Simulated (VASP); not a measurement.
# MgO (gw) (Fm-3m) in VASP: single point with PBE

Aim: the single point of MgO (gw) with PBE.

Program: VASP 6.6.1. These are calculated values, not measurements. Logs are shortened: lines on timing, memory, paths and dates and some standing lists are left out, and cuts for length are marked.

### Step 1. The cell of the first run

Symmetry: Fm-3m, No. 225, cubic system. Conventional cell: a = 4.214 Å, b = 4.214 Å, c = 4.214 Å, α = 90.00°, β = 90.00°, γ = 90.00°. Within 2.8 Å of Mg (site symmetry m-3m) lie 6 O at 2.11 Å. Within 2.8 Å of O (site symmetry m-3m) lie 6 Mg at 2.11 Å.

### Step 2. Single point, PBE

File INCAR:

```
  PREC = Accurate
  ENCUT = 600
  EDIFF = 1E-6
  ISMEAR = 0
  SIGMA = 0.01
  LREAL = F
  LASPH = T
  NELM = 120
  ALGO = Normal
  ISIF = 2
  LWAVE = F
  LCHARG = F
  GGA = PE
  NBANDS = 11
  GGA_COMPAT = F
```

File KPOINTS:

```
Automatic mesh
0
Gamma
  6 6 6
```

File POSCAR:

```
MgO
1.0
    0.0000000000      2.1071294686      2.1071294686
    2.1071294686      0.0000000000      2.1071294686
    2.1071294686      2.1071294686      0.0000000000
Mg O
1 1
Direct
    0.0000000000      0.0000000000      0.0000000000
    0.5000000000      0.5000000000      0.5000000000
```

Potentials or basis: VASP PAW PBE potentials, release 64 (Mg, O).

Run with:

```console
$ cat potpaw_PBE.64/Mg/POTCAR potpaw_PBE.64/O/POTCAR > POTCAR
$ mpirun -np 1 vasp_std > vasp.out
```

OUTCAR:

```text
PREC = Accurate
   ENCUT = 600
   EDIFF = 1E-6
   ISMEAR = 0
   LREAL = F
   LASPH = T
   NELM = 120
   ISIF = 2
   GGA = PE

 ion  position               nearest neighbor table
   1  0.000  0.000  0.000-   2 2.11   2 2.11   2 2.11   2 2.11   2 2.11   2 2.11
   2  0.500  0.500  0.500-   1 2.11   1 2.11   1 2.11   1 2.11   1 2.11   1 2.11

  LATTYP: Found a face centered cubic cell.
 ALAT       =     4.2142589372

  Lattice vectors:

 A1 = (   0.0000000000,   2.1071294686,   2.1071294686)
 A2 = (   2.1071294686,   0.0000000000,   2.1071294686)
 A3 = (   2.1071294686,   2.1071294686,   0.0000000000)

Analysis of symmetry for initial positions (statically):
=====================================================================
 Subroutine PRICEL returns:
 Original cell was already a primitive cell.

 Routine SETGRP: Setting up the symmetry group for a
 face centered cubic supercell.

 Subroutine GETGRP returns: Found 48 space group operations
[... 9 lines left out ...]

 Routine SETGRP: Setting up the symmetry group for a
 face centered cubic supercell.

 Subroutine GETGRP returns: Found 48 space group operations
[... 11 lines left out ...]
                                     Primitive cell

  volume of cell :      18.7113

  direct lattice vectors                    reciprocal lattice vectors
     0.000000000  2.107129469  2.107129469    -0.237289643  0.237289643  0.237289643
     2.107129469  0.000000000  2.107129469     0.237289643 -0.237289643  0.237289643
     2.107129469  2.107129469  0.000000000     0.237289643  0.237289643 -0.237289643

  length of vectors
     2.979931072  2.979931072  2.979931072     0.410997718  0.410997718  0.410997718

  position of ions in fractional coordinates (direct lattice)
     0.000000000  0.000000000  0.000000000
     0.500000000  0.500000000  0.500000000

  ion indices of the primitive-cell ions
   primitive index   ion index
                 1           1
                 2           2

----------------------------------------------------------------------------------------

 KPOINTS: Automatic mesh

Automatic generation of k-mesh.
 Grid dimensions read from file:
 generate k-points for:    6    6    6

 Generating k-lattice:

  Cartesian coordinates                     Fractional coordinates (reciprocal lattice)
    -0.039548274  0.039548274  0.039548274     0.166666667  0.000000000  0.000000000
     0.039548274 -0.039548274  0.039548274     0.000000000  0.166666667  0.000000000
     0.039548274  0.039548274 -0.039548274     0.000000000  0.000000000  0.166666667

  Length of vectors
     0.068499620  0.068499620  0.068499620

  Shift w.r.t. Gamma in fractional coordinates (k-lattice)
     0.000000000  0.000000000  0.000000000

 Subroutine IBZKPT returns following result:
 ===========================================

 Found     16 irreducible k-points:

 Following reciprocal coordinates:
            Coordinates               Weight
  0.000000  0.000000  0.000000      1.000000
  0.166667  0.000000  0.000000      8.000000
  0.333333  0.000000  0.000000      8.000000
  0.500000  0.000000  0.000000      4.000000
  0.166667  0.166667  0.000000      6.000000
  0.333333  0.166667  0.000000     24.000000
[... 8 lines left out ...]
 -0.333333  0.333333  0.166667     24.000000
 -0.333333  0.500000  0.166667     12.000000
   k-points           NKPTS =     16   k-points in BZ     NKDIM =     16   number of bands    NBANDS=     11
   number of dos      NEDOS =    301   number of ions     NIONS =      2
   total plane-waves  NPLWV =  13824
   dimension x,y,z NGX =    24 NGY =   24 NGZ =   24
   dimension x,y,z NGXF=    48 NGYF=   48 NGZF=   48
   ions per type =               1   1
   NGX,Y,Z   is equivalent  to a cutoff of  13.39, 13.39, 13.39 a.u.
   NGXF,Y,Z  is equivalent  to a cutoff of  26.78, 26.78, 26.78 a.u.
 SYSTEM =  unknown system
   PREC   = accura    normal or accurate (medium, high low for compatibility)
   ISTART =      0    job   : 0-new  1-cont  2-samecut
   ICHARG =      2    charge: 1-file 2-atom 10-const
   ISPIN  =      1    spin polarized calculation?
   LNONCOLLINEAR =      F non collinear calculations
   LSORBIT =      F    spin-orbit coupling
   LASPH  =      T    aspherical Exc in radial PAW
   ENCUT  =  600.0 eV  44.10 Ry    6.64 a.u.   5.95  5.95  5.95*2*pi/ulx,y,z
   NELM   =    120;   NELMIN=  2; NELMDL= -5     # of ELM steps
   EDIFF  = 0.1E-05   stopping-criterion for ELM
   LREAL  =      F    real-space projection
   EDIFFG = 0.1E-04   stopping-criterion for IOM
   NSW    =      0    number of steps for IOM
   IBRION =     -1    ionic relax: 0-MD 1-quasi-New 2-CG
   NFREE  =      0    steps in history (QN), initial steepest desc. (CG)
   ISIF   =      2    stress and relaxation
   ISYM   =      2    0-nonsym 1-usesym 2-fastsym
   POTIM  = 0.5000    time-step for ionic-motion
   TEBEG  =    0.0;   TEEND  =   0.0 temperature during run
   PSTRESS=    0.0 pullay stress
   NELECT =       8.0000    total number of electrons
   NUPDOWN=      -1.0000    fix difference up-down
   EMIN   =  10.00;   EMAX   =-10.00  energy-range for DOS
   EFERMI =   0.00;   METHOD = LEGACY
   ISMEAR =     0;   SIGMA  =   0.01  broadening in eV -4-tet -1-fermi 0-gaus
   EFERMI_NEDOS =   21; number of points for ismear=-14 and -15
   IALGO  =     38    algorithm
   IMIX   =      4    mixing-type and parameters
     AMIX     =   0.40;   BMIX     =  1.00
     AMIX_MAG =   1.60;   BMIX_MAG =  1.00
  volume/ion in A,a.u.               =       9.36        63.13
  Fermi-wavevector in a.u.,A,eV,Ry     =   1.233304  2.330607 20.695001  1.521040
  Thomas-Fermi vector in A             =   2.368040
   LORBIT       =      0    0 simple, 1 ext, 2 COOP (PROOUT), +10 PAW based schemes
   GGA     = PE    functional components
   LHFCALC =     F    Hartree Fock is set to
   AEXX    =    0.0000 exact exchange contribution
   IVDW    =     0    specifies the selected vdW correction
   LEPSILON=     F    determine dielectric tensor
   LRPA    =     F    only Hartree local field effects (RPA)
 non-spin polarized calculation
 Gauss-broadening in eV      SIGMA  =   0.01
  energy-cutoff  :      600.00
  volume of cell :       18.71
 maximum number of plane-waves:       636
   NGX = 11   NGY = 11   NGZ = 11

 number of electron       8.0000005 magnetization

 Free energy of the ion-electron system (eV)
  ---------------------------------------------------
  ext. energy  EPLUGINS =         0.00000000
  ---------------------------------------------------
  free energy    TOTEN  =       -11.90929108 eV

  energy without entropy =      -11.90929108  energy(sigma->0) =      -11.90929108

 E-fermi :   3.2589     XC(G=0): -11.0707

 val. band max:        3.1739669588   @ k =   0.0000   0.0000   0.0000
 cond. band min:       7.8861152184   @ k =   0.0000   0.0000   0.0000
 fundamental gap:      4.7121482596
 Fermi energy:         3.2589028251

 k-point     1 :       0.0000    0.0000    0.0000
  band No.  band energies     occupation
      1     -14.0806      2.00000
      2       3.1740      2.00000
      3       3.1740      2.00000
      4       3.1740      2.00000
      5       7.8861      0.00000
      6      18.9668      0.00000
      7      18.9668      0.00000
      8      18.9668      0.00000
      9      22.8782      0.00000
     10      24.6518      0.00000
     11      24.6518      0.00000

 k-point     2 :       0.1667    0.0000    0.0000
  band No.  band energies     occupation
      1     -13.7989      2.00000
      2       1.6661      2.00000
      3       3.0001      2.00000
      4       3.0001      2.00000
      5       9.3091      0.00000
      6      16.6364      0.00000
      7      19.5371      0.00000
      8      19.5371      0.00000
      9      23.3645      0.00000
     10      23.3645      0.00000
     11      25.4400      0.00000

 k-point     3 :       0.3333    0.0000    0.0000
  band No.  band energies     occupation
      1     -13.1651      2.00000
      2      -0.4904      2.00000
      3       2.6755      2.00000
      4       2.6755      2.00000
      5      10.8294      0.00000
      6      15.4820      0.00000
      7      19.7375      0.00000
      8      19.7375      0.00000
      9      24.0596      0.00000
     10      24.0596      0.00000
     11      24.5827      0.00000

 k-point     4 :       0.5000    0.0000    0.0000
  band No.  band energies     occupation
      1     -12.8012      2.00000
      2      -1.4356      2.00000
      3       2.5227      2.00000
      4       2.5227      2.00000
      5      11.0620      0.00000
      6      15.7618      0.00000
      7      19.4701      0.00000
      8      19.4701      0.00000
      9      24.0427      0.00000
     10      25.6560      0.00000
     11      25.6560      0.00000

 k-point     5 :       0.1667    0.1667    0.0000
  band No.  band energies     occupation
      1     -13.7123      2.00000
      2       1.5887      2.00000
      3       2.7872      2.00000
      4       2.7872      2.00000
      5       9.7906      0.00000
      6      15.8827      0.00000
      7      19.8291      0.00000
      8      19.8291      0.00000
      9      20.8183      0.00000
     10      25.4999      0.00000
     11      27.8348      0.00000
[... 99 lines left out ...]
 k-point    13 :       0.5000    0.5000    0.0000
  band No.  band energies     occupation
      1     -12.5435      2.00000
      2      -0.9035      2.00000
      3       1.8280      2.00000
      4       1.8280      2.00000
      5      12.2936      0.00000
      6      13.1278      0.00000
      7      16.2560      0.00000
      8      22.1222      0.00000
      9      22.1222      0.00000
     10      28.4524      0.00000
     11      29.9971      0.00000

 k-point    14 :       0.5000    0.3333    0.1667
  band No.  band energies     occupation
      1     -12.7947      2.00000
      2      -0.3589      2.00000
      3       1.3275      2.00000
      4       2.1597      2.00000
      5      13.1614      0.00000
      6      14.2415      0.00000
      7      16.7142      0.00000
      8      20.3443      0.00000
      9      22.6185      0.00000
     10      26.0413      0.00000
     11      31.0156      0.00000

 k-point    15 :      -0.3333    0.3333    0.1667
  band No.  band energies     occupation
      1     -12.5721      2.00000
      2      -0.4063      2.00000
      3       0.7115      2.00000
      4       1.9106      2.00000
      5      13.7325      0.00000
      6      15.1092      0.00000
      7      15.8902      0.00000
      8      19.6505      0.00000
      9      23.9402      0.00000
     10      25.1612      0.00000
     11      30.8717      0.00000

 k-point    16 :      -0.3333    0.5000    0.1667
  band No.  band energies     occupation
      1     -12.5041      2.00000
      2      -0.3782      2.00000
      3       0.9371      2.00000
      4       1.5085      2.00000
      5      13.7186      0.00000
      6      14.5711      0.00000
      7      15.6376      0.00000
      8      19.6496      0.00000
      9      23.3344      0.00000
     10      27.8039      0.00000
     11      29.3400      0.00000

------------------------ aborting loop because EDIFF is reached ----------------------------------------

  FORCE on cell =-STRESS in cart. coord.  units (eV):
  Direction    XX          YY          ZZ          XY          YZ          ZX
  --------------------------------------------------------------------------------------
  -------------------------------------------------------------------------------------
  Total        0.4009628      0.4009628      0.4009628      0.0000000      0.0000000      0.0000000
  in kB       34.3329375     34.3329375     34.3329375      0.0000000      0.0000000      0.0000000
  external PRESSURE =      34.3329375 kB  Pullay stress =       0.0000000 kB

 VOLUME and BASIS-vectors are now :
 -----------------------------------------------------------------------------
  energy-cutoff  :      600.00
  volume of cell :       18.71
      direct lattice vectors                 reciprocal lattice vectors
     0.000000000  2.107129469  2.107129469    -0.237289643  0.237289643  0.237289643
     2.107129469  0.000000000  2.107129469     0.237289643 -0.237289643  0.237289643
     2.107129469  2.107129469  0.000000000     0.237289643  0.237289643 -0.237289643

 POSITION                                       TOTAL-FORCE (eV/Angst)
 -----------------------------------------------------------------------------------
      0.00000      0.00000      0.00000        -0.000000     -0.000000     -0.000000
      2.10713      2.10713      2.10713         0.000000      0.000000      0.000000
 -----------------------------------------------------------------------------------
    total drift:                               -0.000000     -0.000000      0.000000

  FREE ENERGIE OF THE ION-ELECTRON SYSTEM (eV)
  ---------------------------------------------------
  free  energy   TOTEN  =       -11.9092910788 eV

  energy  without entropy=      -11.9092910788  energy(sigma->0) =      -11.90929108
```

Run time: 7 s. Hardware: 1 thread of Intel Xeon 8259CL, shared host; peak memory 0.13 GiB.

What came out:

- Free energy: -11.9093 eV
- Pressure: 3.4 GPa
- Band gap on the k mesh: 4.71 eV, direct

Levels at points of the mesh, in eV from the valence-band top:
```csv
k point,band 1,band 2,band 3,band 4,band 5,band 6,band 7,band 8,band 9
"(0.00, 0.00, 0.00)",-17.25,0.00,0.00,0.00,4.71,15.79,15.79,15.79,19.70
"(0.50, 0.00, 0.00)",-15.98,-4.61,-0.65,-0.65,7.89,12.59,16.30,16.30,20.87
"(0.50, 0.50, 0.00)",-15.72,-4.08,-1.35,-1.35,9.12,9.95,13.08,18.95,18.95
```

Caveat: the k points lie up to 0.43 Å⁻¹ apart. PBE gaps usually lie below the measured ones, often by a third to a half.
